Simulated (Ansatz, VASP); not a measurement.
**BN: VASP beside Ansatz**

File POSCAR:

```
BN
1.0
    2.5008381595      0.0000000000      0.0000000000
   -1.2504190798      2.1657893769      0.0000000000
    0.0000000000      0.0000000000      6.8931474372
B N
2 2
Direct
    0.3333333333      0.6666666667      0.2500000000
    0.6666666667      0.3333333333      0.7500000000
    0.6666666667      0.3333333333      0.2500000000
    0.3333333333      0.6666666667      0.7500000000
```

The input INCAR.step1:

```
PREC = Accurate ; ENCUT = 520
ISMEAR = 0 ; SIGMA = 0.01
LREAL = False ; LASPH = True
NELM = 60 ; NBANDS = 16
GGA = PE ; ALGO = Normal
EDIFF = 1E-4 ; LWAVE = True
LCHARG = False
```

Contents of INCAR.step2:

```
PREC = Accurate ; ENCUT = 520
EDIFF = 1E-7 ; ISMEAR = 0
SIGMA = 0.01 ; LREAL = False
LASPH = True ; NELM = 60
ALGO = Normal ; ISIF = 2
LWAVE = False ; LCHARG = False
METAGGA = R2SCAN ; LMIXTAU = True
NBANDS = 16 ; ISTART = 1
```

The input KPOINTS:

```
Automatic mesh
0
Gamma
  9 9 4
```

Input for Ansatz:

```yaml
crystal:
  lattice:
    - [2.5008381595, 0.0, 0.0]
    - [-1.2504190798, 2.1657893769, 0.0]
    - [0.0, 0.0, 6.8931474372]
  atoms:
    - { symbol: B, position: [0.3333333333, 0.6666666667, 0.25] }
    - { symbol: B, position: [0.6666666667, 0.3333333333, 0.75] }
    - { symbol: "N", position: [0.6666666667, 0.3333333333, 0.25] }
    - { symbol: "N", position: [0.3333333333, 0.6666666667, 0.75] }
kpoints:
  mp_grid: { grid: [9, 9, 4] }
hamiltonian:
  xc: r2scan
scf:
  occupations: { method: fixed }
  n_extra_bands: 5
  max_iter: 85
output:
  forces: true
  stress: true
  eigenvalues: true
basis:
  ecutrho_ratio: 8
```

Alike in both runs: task single point; functional r2SCAN; k mesh 9 × 9 × 4; no spin polarisation.

```csv
,VASP,Ansatz
version,VASP 6.6.1,Ansatz 0.2.0
potentials or method,"VASP PAW PBE potentials, release 64 (B, N)",plane waves
plane-wave cutoff (eV),520,500
occupations,"gaussian, width 0.01 eV",fixed
valence electrons in the cell,16,16
```

```csv
,VASP,Ansatz,Ansatz less VASP
gap on the k mesh at the Fermi level (eV),5.06,5.02,-0.044
pressure (GPa),0.4,0.0,-0.38
"traceless stress, the component that is largest in VASP (GPa)",-0.68,-0.03,+0.656
```

VASP's potentials were made for PBE, not for r2SCAN.
